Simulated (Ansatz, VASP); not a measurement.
# Two plane-wave programs on Na

```xyz
8
Lattice="6.7236 0.0000 0.0000 0.0000 6.7236 0.0000 0.0000 0.0000 6.7236" Properties=species:S:1:pos:R:3 pbc="T T T"
Na    0.0000    0.0000    0.0000
Na    3.3618    1.6809    0.0000
Na    3.3618    5.0427    0.0000
Na    0.0000    3.3618    1.6809
Na    1.6809    0.0000    3.3618
Na    5.0427    0.0000    3.3618
Na    3.3618    3.3618    3.3618
Na    0.0000    3.3618    5.0427
```

Alike in both runs: functional r2SCAN; k mesh 6 × 6 × 6; occupations gaussian, width 0.1 eV; no spin polarisation.

Ansatz relaxed the structure, and its values are those at the end. VASP's run is a single point on that final structure, the one shown.

```csv
,VASP,Ansatz
version,VASP 6.6.1,Ansatz 0.2.0
potentials or method,"VASP PAW PBE potentials, release 64 (Na_pv), cutoff 520 eV","scalar-relativistic, plane waves, PAW"
valence electrons in the cell,56,72
```

|  | VASP | Ansatz | Ansatz less VASP |
| --- | --- | --- | --- |
| gap on the k mesh at the Fermi level (eV) | none | none | - |
| pressure (GPa) | 0.0 | 0.0 | -0.03 |

VASP's potentials were made for PBE, not for r2SCAN. A gap of «none» marks a metal or a gap that the smearing closes. The functional is the same, so the differences come from potentials, cutoffs and numerics. VASP's potentials hold 56 valence electrons a cell and Ansatz's 72, so a difference there can come from the potentials and not from the codes.
